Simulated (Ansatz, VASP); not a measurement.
One calculation of Zn, two programs

The input INCAR:

```
SYSTEM = Zn
PREC = Accurate ; ENCUT = 520
EDIFF = 1E-7 ; ISMEAR = -1
SIGMA = 0.05 ; LREAL = .FALSE.
LASPH = .TRUE. ; NELM = 60
ALGO = Normal ; ISIF = 2
LWAVE = .FALSE. ; LCHARG = .FALSE.
GGA = PS ; NBANDS = 19
```

The input KPOINTS:

```
regular mesh
0
G
  13 13 13
  0 0 0
```

The input POSCAR:

```
Zn
1.0
    0.0000000000      2.1331022007      2.1331022007
    2.1331022007      0.0000000000      2.1331022007
    2.1331022007      2.1331022007      0.0000000000
Zn
2
Direct
   -0.1250000000     -0.1250000000     -0.1250000000
    0.1250000000      0.1250000000      0.1250000000
```

Input for Ansatz:

```yaml
crystal:
  lattice:
    - [0.0, 2.1331022007, 2.1331022007]
    - [2.1331022007, 0.0, 2.1331022007]
    - [2.1331022007, 2.1331022007, 0.0]
  atoms:
    - { symbol: Zn, position: [-0.125, -0.125, -0.125] }
    - { symbol: Zn, position: [0.125, 0.125, 0.125] }
kpoints:
  mp_grid: { grid: [13, 13, 13] }
scf:
  occupations: { method: fermi_dirac, width: 0.05 }
hamiltonian:
  xc: pbesol
  pseudopotentials: { kind: paw, core: large }
output:
  forces: true
  stress: true
  eigenvalues: true
```

Change from the starting cell: volume scaled by 0.43, PAW files, core large.

Alike in both runs: task single point; functional PBEsol; k mesh 13 × 13 × 13; occupations fermi-dirac, width 0.05 eV; no spin polarisation.

|  | VASP | Ansatz |
| --- | --- | --- |
| version | VASP 6.6.1 | Ansatz 0.2.0 |
| potentials or method | VASP PAW PBE potentials, release 64 (Zn) | PAW with other files of Ansatz's library (core large), scalar-relativistic |
| plane-wave cutoff (eV) | 520 | 420 |
| valence electrons in the cell | 24 | 24 |

Ansatz gave:

- pressure (GPa): 238.3

Q: Which values does VASP return?

A: Pressure (GPa): 243.5.

VASP's potentials were made for PBE, not for PBEsol. Both programs put the cell under a high pressure, so it lies far from rest at this level. The functional is the same, so the differences come from potentials, cutoffs and numerics. Ansatz's warnings: datasets by core.

Noted on VASP's run: the cell as given lies far from equilibrium.
